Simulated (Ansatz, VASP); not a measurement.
**LaTe in VASP and in Ansatz**

Contents of INCAR:

```
SYSTEM = LaTe
PREC = Accurate ; ENCUT = 520
EDIFF = 1E-7 ; ISMEAR = -1
SIGMA = 0.08 ; LREAL = .False.
LASPH = .True. ; NELM = 60
ALGO = Normal ; ISIF = 2
LWAVE = .False. ; LCHARG = .True.
LELF = .True. ; LVHAR = .True.
NBANDS = 16
```

The input KPOINTS:

```
regular mesh
0
Gamma
  10 10 10
  0 0 0
```

POSCAR

```
LaTe
1.0
    0.0000000000      3.1676027883      3.1676027883
    3.1676027883      0.0000000000      3.1676027883
    3.1676027883      3.1676027883      0.0000000000
La Te
1 1
Direct
    0.0000000000      0.0000000000      0.0000000000
    0.5000000000      0.5000000000      0.5000000000
```

Input for Ansatz:

```yaml
crystal:
  lattice:
    - [0.0, 3.1676027883, 3.1676027883]
    - [3.1676027883, 0.0, 3.1676027883]
    - [3.1676027883, 3.1676027883, 0.0]
  atoms:
    - { symbol: La, position: [0.0, 0.0, 0.0] }
    - { symbol: Te, position: [0.5, 0.5, 0.5] }
kpoints:
  mp_grid: { grid: [10, 10, 10] }
  band_path:
    path:
      - [0.0, 0.0, 0.0]
      - [0.5, 0.0, 0.5]
      - [0.625, 0.25, 0.625]
      - [0.375, 0.375, 0.75]
      - [0.0, 0.0, 0.0]
      - [0.5, 0.5, 0.5]
      - [0.5, 0.25, 0.75]
      - [0.5, 0.0, 0.5]
    npoints: 5
scf:
  occupations: { method: fermi_dirac, width: 0.08 }
hamiltonian:
  xc: lda
  pseudopotentials: { kind: all_electron, lapw: { basis_error: 0.001 } }
output:
  forces: true
  stress: true
  eigenvalues: true
```

Change from the starting cell: volume scaled by 0.96.

Alike in both runs: task single point; functional LDA; k mesh 10 × 10 × 10; occupations fermi-dirac, width 0.08 eV; no spin polarisation.

|  | VASP | Ansatz |
| --- | --- | --- |
| version | VASP 6.6.1 | Ansatz 0.2.0 |
| potentials or method | VASP PAW LDA potentials, release 64 (La, Te), cutoff 520 eV | all-electron LAPW, scalar-relativistic |

|  | VASP | Ansatz | Ansatz less VASP |
| --- | --- | --- | --- |
| pressure (GPa) | 0.4 | 0.4 | -0.02 |

LDA's correlation is that of Perdew and Zunger in VASP and of Perdew and Wang (1992) in Ansatz. Ansatz ran all-electron here, and VASP with PAW potentials.

Neither program's run includes spin-orbit coupling.
